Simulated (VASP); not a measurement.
Runs of VASP 6.6.1 on SrHgN. The structure is that of space group P-6m2 (No. 187), or close to it. The cells are those of the table. The cell was generated, and may not be a known phase.

| task | cell | k mesh | cutoff (eV) | gap on the mesh (eV) | pressure (GPa) | relaxed volume (Å³/atom) |
| --- | --- | --- | --- | --- | --- | --- |
| relaxation of cell and atoms | relaxed from a = 4.213, b = 4.213, c = 4.183 Å, angles 90.0, 90.0, 120.0°, 3 atoms | 12 × 12 × 12 | 600 | none | 0.0 | 21.43 |
| single point | a = 4.390, b = 4.390, c = 4.286 Å, angles 90.0, 90.0, 120.0°, 3 atoms | 6 × 6 × 4 | 520 | none | -4.7 | - |
| single point | a = 4.213, b = 4.213, c = 4.183 Å, angles 90.0, 90.0, 120.0°, 3 atoms | 6 × 6 × 4 | 520 | none | 0.0 | - |
| single point | a = 4.191, b = 4.191, c = 4.202 Å, angles 90.0, 90.0, 120.0°, 3 atoms | 12 × 12 × 12 | 520 | none | 0.4 | - |
| relaxation of cell and atoms | relaxed from a = 4.390, b = 4.390, c = 4.286 Å, angles 90.0, 90.0, 120.0°, 3 atoms | 6 × 6 × 4 | 600 | none | -0.2 | (a) |

Alike in all rows: level PBE; potentials or basis VASP PAW PBE potentials, release 64 (Sr_sv, Hg, N); no spin polarisation; smearing gaussian 0.1 eV.

Q: Estimate the missing entries.

A: (a) 21.49.

Caveats: some runs use coarse meshes; spin-orbit coupling is left out, which moves the levels of the heavy elements.

A k mesh can miss the band edges, and the runs leave out spin-orbit coupling on Hg, Sr.

A gap of «none» marks levels without a gap at the run's occupations.
